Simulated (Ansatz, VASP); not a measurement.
## BN in VASP and in Ansatz

```xyz
2
Lattice="0.0000 3.6687 3.7090 1.3119 0.0000 3.7090 1.3119 3.6687 0.0000" Properties=species:S:1:pos:R:3 pbc="T T T"
B     0.0000    0.0000    0.0000
N     1.3119    3.6687    3.7090
```

Alike in both runs: functional PBE; k mesh 8 × 8 × 8; occupations gaussian, width 0.1 eV; no spin polarisation.

Ansatz relaxed the structure, and its values are those at the end. VASP's run is a single point on that final structure, the one shown.

|  | VASP | Ansatz |
| --- | --- | --- |
| version | VASP 6.6.1 | Ansatz 0.2.0 |
| potentials or method | VASP PAW PBE potentials, release 64 (B, N), cutoff 520 eV | scalar-relativistic, plane waves, PAW |
| valence electrons in the cell | 8 | 8 |

Ansatz gave:

* gap on the k mesh at the Fermi level (eV): 3.83
* least direct gap on the mesh (eV): 3.83
* pressure (GPa): 0.1

Task: Which values does VASP return?

Result: gap on the k mesh at the Fermi level (eV): 3.82; least direct gap on the mesh (eV): 3.82; pressure (GPa): -0.2.

With one functional, cell and mesh, what is left measures potentials, basis and numerics.
